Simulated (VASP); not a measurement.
A run of VASP 6.6.1 is set up as follows.

The input INCAR:

```
PREC = Accurate
ENCUT = 520
EDIFF = 1E-6
ISMEAR = 0
SIGMA = 0.1
LREAL = F
LASPH = T
NELM = 80
ALGO = Normal
ISIF = 2
LWAVE = F
LCHARG = F
GGA = PE
NBANDS = 37
```

The input KPOINTS:

```
Automatic mesh
0
Gamma
  10 10 4
```

File POSCAR:

```
ZrIn2Se3
1.0
    3.5173090114      0.0000000000      0.0000000000
    0.0000000000      3.5173090114      0.0000000000
    0.0000000000      0.0000000000     11.2350626769
Zr In Se
1 2 3
Direct
    0.5000000000      0.5000000000      0.0000000000
    0.5000000000      0.5000000000      0.3396495613
    0.5000000000      0.5000000000      0.6603504387
    0.0000000000      0.0000000000      0.8648671370
    0.0000000000      0.0000000000      0.1351328630
    0.0000000000      0.0000000000      0.5000000000
```

Potentials or basis: VASP PAW PBE potentials, release 64 (Zr_sv, In_d, Se).

The run is started by

```sh
$ cat potpaw_PBE.64/Zr_sv/POTCAR potpaw_PBE.64/In_d/POTCAR potpaw_PBE.64/Se/POTCAR > POTCAR
$ mpirun -np 1 vasp_std > vasp.out
```

What does it give for the largest force?

0.012 eV/Å.

What does it give for the pressure?

0.0 GPa.

Predict the band gap on the k mesh.

zero (bands 28 and 29 overlap by 0.83 eV).

Forces on the atoms (eV/Å):
```
Zr   0.000  0.000  0.000
In   0.000  0.000 -0.006
In   0.000  0.000  0.006
Se   0.000  0.000 -0.012
Se   0.000  0.000  0.012
Se   0.000  0.000  0.000
```

Caveat: spin-orbit coupling is left out, which moves the levels of the heavy elements.
